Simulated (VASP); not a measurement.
# SrO (P6_3/mmc) in VASP: notebook, part 2 of 2

VASP 6.6.1. The steps go on from the part before.

## 3. Single point, r2SCAN

This run uses another cell than the first one, of 17.00 Å³/atom, 1.020 times its volume.

POSCAR reads:

```
SrO
1.0
    3.5532880902      0.0000000000      0.0000000000
   -1.7766440451      3.0772377531      0.0000000000
    0.0000000000      0.0000000000      6.2173039800
Sr O
2 2
Direct
    0.6666666667      0.3333333333      0.7500000000
    0.3333333333      0.6666666667      0.2500000000
    0.0000000000      0.0000000000      0.5000000000
    0.0000000000      0.0000000000      0.0000000000
```

INCAR.step1 reads:

```
ALGO = Normal
EDIFF = 1E-4
ENCUT = 520
GGA = PE
ISMEAR = -1
LASPH = T
LCHARG = F
LREAL = F
LWAVE = T
NBANDS = 24
NELM = 80
PREC = Accurate
SIGMA = 0.05
```

INCAR.step2 reads:

```
ALGO = Normal
EDIFF = 1E-6
ENCUT = 520
ISIF = 2
ISMEAR = -1
ISTART = 1
LASPH = T
LCHARG = F
LMIXTAU = T
LREAL = F
LWAVE = F
METAGGA = R2SCAN
NBANDS = 24
NELM = 80
PREC = Accurate
SIGMA = 0.05
```

KPOINTS reads:

```
k-points
0
Gamma
  9 9 5
```

Potentials or basis: VASP PAW PBE potentials, release 64 (Sr_sv, O).

On the command line:

```sh
$ cat potpaw_PBE.64/Sr_sv/POTCAR potpaw_PBE.64/O/POTCAR > POTCAR
$ cp INCAR.step1 INCAR
$ mpirun -np 1 vasp_std > vasp.out
$ cp INCAR.step2 INCAR
$ mpirun -np 1 vasp_std > vasp.out
```

OUTCAR:

```text
EDIFF = 1E-6
   ENCUT = 520
   ISIF = 2
   ISMEAR = -1
   ISTART = 1
   LASPH = T
   LREAL = F
   METAGGA = R2SCAN
   NELM = 80
   PREC = Accurate

 ion  position               nearest neighbor table
   1  0.667  0.333  0.750-   3 2.57   4 2.57   3 2.57   4 2.57   3 2.57   4 2.57   2 3.72   2 3.72
                             2 3.72   2 3.72   2 3.72   2 3.72
   2  0.333  0.667  0.250-   3 2.57   4 2.57   3 2.57   4 2.57   3 2.57   4 2.57   1 3.72   1 3.72
                             1 3.72   1 3.72   1 3.72   1 3.72
   3  0.000  0.000  0.500-   1 2.57   2 2.57   1 2.57   2 2.57   1 2.57   2 2.57
   4  0.000  0.000  0.000-   1 2.57   2 2.57   1 2.57   2 2.57   1 2.57   2 2.57

  LATTYP: Found a hexagonal cell.
 ALAT       =     3.5532880902
 C/A-ratio  =     1.7497325919

  Lattice vectors:

 A1 = (   3.5532880902,   0.0000000000,   0.0000000000)
 A2 = (  -1.7766440451,   3.0772377531,   0.0000000000)
 A3 = (   0.0000000000,   0.0000000000,   6.2173039800)

Analysis of symmetry for initial positions (statically):
=====================================================================
 Subroutine PRICEL returns:
 Original cell was already a primitive cell.
[... 177 lines left out ...]

 val. band max:        1.9143954402   @ k =   0.0000   0.0000   0.0000
 cond. band min:       5.4354145900   @ k =   0.4444   0.0000   0.0000
 fundamental gap:      3.5210191497
 Fermi energy:         2.8832218144

 k-point     1 :       0.0000    0.0000    0.0000
  band No.  band energies     occupation
      1     -32.1882      2.00000
      2     -32.0791      2.00000
      3     -15.9724      2.00000
      4     -14.5907      2.00000
      5     -13.2481      2.00000
      6     -13.2481      2.00000
[... 637 lines left out ...]
     23      12.0626      0.00000
     24      12.0626      0.00000

 [... further k-points ...]

------------------------ aborting loop because EDIFF is reached ----------------------------------------

  FORCE on cell =-STRESS in cart. coord.  units (eV):
  Direction    XX          YY          ZZ          XY          YZ          ZX
  --------------------------------------------------------------------------------------
  -------------------------------------------------------------------------------------
  Total        0.0473005      0.0473005      0.0393703      0.0000000     -0.0000000      0.0000000
  in kB        1.1147626      1.1147626      0.9278674      0.0000000     -0.0000000      0.0000000
  external PRESSURE =       1.0524642 kB  Pullay stress =       0.0000000 kB

 VOLUME and BASIS-vectors are now :
 -----------------------------------------------------------------------------
  energy-cutoff  :      520.00
  volume of cell :       67.98
      direct lattice vectors                 reciprocal lattice vectors
     3.553288090  0.000000000  0.000000000     0.281429475  0.162483383  0.000000000
    -1.776644045  3.077237753  0.000000000     0.000000000  0.324966766  0.000000000
     0.000000000  0.000000000  6.217303980     0.000000000  0.000000000  0.160841420

 POSITION                                       TOTAL-FORCE (eV/Angst)
 -----------------------------------------------------------------------------------
      1.77664      1.02575      4.66298        -0.000000      0.000000      0.000000
     -0.00000      2.05149      1.55433         0.000000     -0.000000      0.000000
      0.00000      0.00000      3.10865         0.000000     -0.000000      0.000000
      0.00000      0.00000      0.00000        -0.000000     -0.000000      0.000000
 -----------------------------------------------------------------------------------
    total drift:                               -0.000000      0.000000     -0.000000

  FREE ENERGIE OF THE ION-ELECTRON SYSTEM (eV)
  ---------------------------------------------------
  free  energy   TOTEN  =       -53.7465149085 eV

  energy  without entropy=      -53.7465149084  energy(sigma->0) =      -53.74651491
```

OSZICAR.step1:

```text
N       E                     dE             d eps       ncg     rms          rms(c)
DAV:   1     0.166537164700E+03    0.16654E+03   -0.15930E+04  1728   0.126E+03
DAV:   2    -0.187039472431E+02   -0.18524E+03   -0.17436E+03  2480   0.282E+02
DAV:   3    -0.281416908797E+02   -0.94377E+01   -0.93699E+01  2552   0.563E+01
DAV:   4    -0.283968209321E+02   -0.25513E+00   -0.25506E+00  2360   0.732E+00
DAV:   5    -0.283986573308E+02   -0.18364E-02   -0.18364E-02  2376   0.759E-01    0.228E+01
DAV:   6    -0.239357196019E+02    0.44629E+01   -0.19477E+01  1888   0.245E+01    0.270E+01
DAV:   7    -0.238111564941E+02    0.12456E+00   -0.15202E+00  2504   0.662E+00    0.179E+01
DAV:   8    -0.237509030600E+02    0.60253E-01   -0.63563E-01  1776   0.524E+00    0.202E+00
DAV:   9    -0.237347063066E+02    0.16197E-01   -0.74010E-02  2520   0.184E+00    0.496E-01
DAV:  10    -0.237371630892E+02   -0.24568E-02   -0.78567E-03  2152   0.503E-01    0.208E-01
DAV:  11    -0.237376843113E+02   -0.52122E-03   -0.15718E-03  1984   0.225E-01    0.383E-02
DAV:  12    -0.237377710746E+02   -0.86763E-04   -0.18547E-04  1880   0.748E-02
   1 F= -.23737771E+02 E0= -.23737771E+02  d E =-.353623E-10
```

Run time: 3.2 min. Hardware: 1 thread of Intel Xeon Platinum 8259CL at 2.50GHz (Skylake/Cascade Lake), shared host; peak memory 0.22 GiB.

Results:

* Free energy: -53.7465 eV
* Pressure: 0.1 GPa
* Band gap on the k mesh: 3.52 eV, indirect (least direct gap 3.67 eV)

Caveat: the PAW data sets were made with another functional, which shifts forces and pressure a little. r2SCAN opens gaps a little over a GGA but as a rule still falls short of measured ones.

## 4. Single point, r2SCAN

This run uses another cell than the first one, of 17.34 Å³/atom, 1.041 times its volume.

POSCAR reads:

```
SrO
1.0
    3.5768204852      0.0000000000      0.0000000000
   -1.7884102426      3.0976174050      0.0000000000
    0.0000000000      0.0000000000      6.2584793785
Sr O
2 2
Direct
    0.6666666667      0.3333333333      0.7500000000
    0.3333333333      0.6666666667      0.2500000000
    0.0000000000      0.0000000000      0.5000000000
    0.0000000000      0.0000000000      0.0000000000
```

INCAR.step1 reads:

```
PREC = Accurate
ENCUT = 520
ISMEAR = -1
SIGMA = 0.05
LREAL = False
LASPH = True
NELM = 60
NBANDS = 24
GGA = PE
ALGO = Normal
EDIFF = 1E-4
LWAVE = True
LCHARG = False
```

INCAR.step2 reads:

```
PREC = Accurate
ENCUT = 520
EDIFF = 1E-6
ISMEAR = -1
SIGMA = 0.05
LREAL = False
LASPH = True
NELM = 60
ALGO = Normal
ISIF = 2
LWAVE = False
LCHARG = False
METAGGA = R2SCAN
LMIXTAU = True
NBANDS = 24
ISTART = 1
```

KPOINTS reads:

```
Automatic mesh
0
Gamma
  9 9 5
```

Potentials or basis: VASP PAW PBE potentials, release 64 (Sr_sv, O).

On the command line:

```sh
$ cat potpaw_PBE.64/Sr_sv/POTCAR potpaw_PBE.64/O/POTCAR > POTCAR
$ cp INCAR.step1 INCAR
$ mpirun -np 1 vasp_std > vasp.out
$ cp INCAR.step2 INCAR
$ mpirun -np 1 vasp_std > vasp.out
```

OUTCAR:

```text
PREC = Accurate
   ENCUT = 520
   EDIFF = 1E-6
   ISMEAR = -1
   LREAL = False
   LASPH = True
   NELM = 60
   ISIF = 2
   METAGGA = R2SCAN
   ISTART = 1

 ion  position               nearest neighbor table
   1  0.667  0.333  0.750-   3 2.59   4 2.59   3 2.59   4 2.59   3 2.59   4 2.59   2 3.75   2 3.75
                             2 3.75   2 3.75   2 3.75   2 3.75
   2  0.333  0.667  0.250-   3 2.59   4 2.59   3 2.59   4 2.59   3 2.59   4 2.59   1 3.75   1 3.75
                             1 3.75   1 3.75   1 3.75   1 3.75
   3  0.000  0.000  0.500-   1 2.59   2 2.59   1 2.59   2 2.59   1 2.59   2 2.59
   4  0.000  0.000  0.000-   1 2.59   2 2.59   1 2.59   2 2.59   1 2.59   2 2.59

  LATTYP: Found a hexagonal cell.
 ALAT       =     3.5768204852
 C/A-ratio  =     1.7497325919

  Lattice vectors:

 A1 = (   3.5768204852,   0.0000000000,   0.0000000000)
 A2 = (  -1.7884102426,   3.0976174050,   0.0000000000)
 A3 = (   0.0000000000,   0.0000000000,   6.2584793785)

Analysis of symmetry for initial positions (statically):
=====================================================================
 Subroutine PRICEL returns:
 Original cell was already a primitive cell.

 Routine SETGRP: Setting up the symmetry group for a
 hexagonal supercell.

 Subroutine GETGRP returns: Found 24 space group operations
 (whereof 12 operations were pure point group operations)
 out of a pool of 24 trial point group operations.

The static configuration has the point symmetry D_3d.
 The point group associated with its full space group is D_6h.

Analysis of symmetry for dynamics (positions and initial velocities):
=====================================================================
 Subroutine PRICEL returns:
 Original cell was already a primitive cell.

 Routine SETGRP: Setting up the symmetry group for a
 hexagonal supercell.

 Subroutine GETGRP returns: Found 24 space group operations
[... 125 lines left out ...]
   IALGO  =     38    algorithm
   IMIX   =      4    mixing-type and parameters
     AMIX     =   0.40;   BMIX     =  1.00
     AMIX_MAG =   1.60;   BMIX_MAG =  1.00
  volume/ion in A,a.u.               =      17.34       116.99
  Fermi-wavevector in a.u.,A,eV,Ry     =   1.265106  2.390704 21.776031  1.600493
  Thomas-Fermi vector in A             =   2.398376
   LORBIT       =      0    0 simple, 1 ext, 2 COOP (PROOUT), +10 PAW based schemes
   METAGGA = R2SCAN    functional components
   LHFCALC =     F    Hartree Fock is set to
   AEXX    =    0.0000 exact exchange contribution
   IVDW    =     0    specifies the selected vdW correction
   LEPSILON=     F    determine dielectric tensor
   LRPA    =     F    only Hartree local field effects (RPA)
 non-spin polarized calculation
  energy-cutoff  :      520.00
  volume of cell :       69.34
 maximum number of plane-waves:      1895
 NGX is ok and might be reduce to    28
   NGX = 13   NGY = 13   NGZ = 23

 number of electron      32.0000008 magnetization

 Free energy of the ion-electron system (eV)
  ---------------------------------------------------
  ext. energy  EPLUGINS =         0.00000000
  ---------------------------------------------------
  free energy    TOTEN  =       -53.74110200 eV

  energy without entropy =      -53.74110200  energy(sigma->0) =      -53.74110200

 E-fermi :   2.8158     XC(G=0): -10.4745

 val. band max:        1.8112584432   @ k =   0.0000   0.0000   0.0000
 cond. band min:       5.3248103260   @ k =   0.4444   0.0000   0.0000
 fundamental gap:      3.5135518828
 Fermi energy:         2.8157508940

 k-point     1 :       0.0000    0.0000    0.0000
  band No.  band energies     occupation
      1     -32.3497      2.00000
      2     -32.2503      2.00000
      3     -16.0020      2.00000
      4     -14.6535      2.00000
      5     -13.4302      2.00000
      6     -13.4302      2.00000
[... 637 lines left out ...]
     23      11.8336      0.00000
     24      11.8336      0.00000

 [... further k-points ...]

------------------------ aborting loop because EDIFF is reached ----------------------------------------

  FORCE on cell =-STRESS in cart. coord.  units (eV):
  Direction    XX          YY          ZZ          XY          YZ          ZX
  --------------------------------------------------------------------------------------
  -------------------------------------------------------------------------------------
  Total       -0.6584847     -0.6584847     -0.7943428      0.0000000     -0.0000000      0.0000000
  in kB      -15.2146692    -15.2146692    -18.3537487      0.0000000     -0.0000000      0.0000000
  external PRESSURE =     -16.2610290 kB  Pullay stress =       0.0000000 kB

 VOLUME and BASIS-vectors are now :
 -----------------------------------------------------------------------------
  energy-cutoff  :      520.00
  volume of cell :       69.34
      direct lattice vectors                 reciprocal lattice vectors
     3.576820485  0.000000000  0.000000000     0.279577911  0.161414382  0.000000000
    -1.788410243  3.097617405  0.000000000     0.000000000  0.322828765  0.000000000
     0.000000000  0.000000000  6.258479378     0.000000000  0.000000000  0.159783222

 POSITION                                       TOTAL-FORCE (eV/Angst)
 -----------------------------------------------------------------------------------
      1.78841      1.03254      4.69386        -0.000000      0.000000      0.000000
     -0.00000      2.06508      1.56462         0.000000      0.000000      0.000000
      0.00000      0.00000      3.12924        -0.000000      0.000000      0.000000
      0.00000      0.00000      0.00000         0.000000      0.000000      0.000000
 -----------------------------------------------------------------------------------
    total drift:                               -0.000000      0.000000     -0.000000

  FREE ENERGIE OF THE ION-ELECTRON SYSTEM (eV)
  ---------------------------------------------------
  free  energy   TOTEN  =       -53.7411020030 eV

  energy  without entropy=      -53.7411020029  energy(sigma->0) =      -53.74110200
```

Wall time 3.3 min (1 thread of Intel Xeon Platinum 8259CL at 2.50GHz (Skylake/Cascade Lake), shared host); peak memory 0.22 GiB.

Results:

| Property | Result |
| --- | --- |
| Free energy | -53.7411 eV |
| Pressure | -1.6 GPa |
| Band gap on the k mesh | 3.51 eV, indirect (least direct gap 3.55 eV) |

Caveat: the PAW data sets were made with another functional, which shifts forces and pressure a little. r2SCAN opens gaps a little over a GGA but as a rule still falls short of measured ones.

## 5. The runs side by side

| cell | gap on the mesh (eV) | pressure (GPa) |
| --- | --- | --- |
| a = 3.529, b = 3.529, c = 6.176 Å, angles 90.0, 90.0, 120.0°, 4 atoms | 3.53 | 2.0 |
| a = 3.553, b = 3.553, c = 6.217 Å, angles 90.0, 90.0, 120.0°, 4 atoms | 3.52 | 0.1 |
| a = 3.577, b = 3.577, c = 6.258 Å, angles 90.0, 90.0, 120.0°, 4 atoms | 3.51 | -1.6 |

Alike in all rows: task single point; level r2SCAN; potentials or basis VASP PAW PBE potentials, release 64 (Sr_sv, O); no spin polarisation; k mesh 9 × 9 × 5; cutoff (eV) 520; smearing fermi-dirac 0.05 eV.

Caveats: the PAW data sets were made with another functional, which shifts forces and pressure a little.

Total energies depend on the potentials used, so only differences within one code and one set of settings carry meaning.
